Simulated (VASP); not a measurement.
A run of VASP 6.6.1:

Contents of INCAR:

```
SYSTEM = Li
PREC = Accurate
ENCUT = 750
EDIFF = 1E-6
ISMEAR = 0
SIGMA = 0.1
LREAL = .FALSE.
LASPH = .TRUE.
NELM = 120
ALGO = Normal
ISIF = 2
LWAVE = .FALSE.
LCHARG = .FALSE.
GGA = PS
NBANDS = 14
GGA_COMPAT = .FALSE.
```

KPOINTS

```
Automatic mesh
0
G
  4 4 4
  0 0 0
```

File POSCAR:

```
Li
1.0
    4.4544403300      0.0000000000      0.0000000000
    0.0000000000      4.4544403300      0.0000000000
    0.0000000000      0.0000000000      4.4544403300
Li
4
Direct
    0.8745680000      0.1254320000      0.6254320000
    0.3745680000      0.3745680000      0.3745680000
    0.1254320000      0.6254320000      0.8745680000
    0.6254320000      0.8745680000      0.1254320000
```

Potentials or basis: VASP PAW PBE potentials, release 64 (Li_sv).

Command:

```sh
$ cat potpaw_PBE.64/Li_sv/POTCAR > POTCAR
$ mpirun -np 1 vasp_std > vasp.out
```

Hardware: 1 thread of Intel Xeon 8259CL (shared host).

**Question.** How long does it take, and how much memory?

**Answer.** Run time: 27 s on 1 thread of Intel Xeon 8259CL, with other jobs on the host, peak memory 0.23 GiB. Counts: scf iterations 12, k points 11.
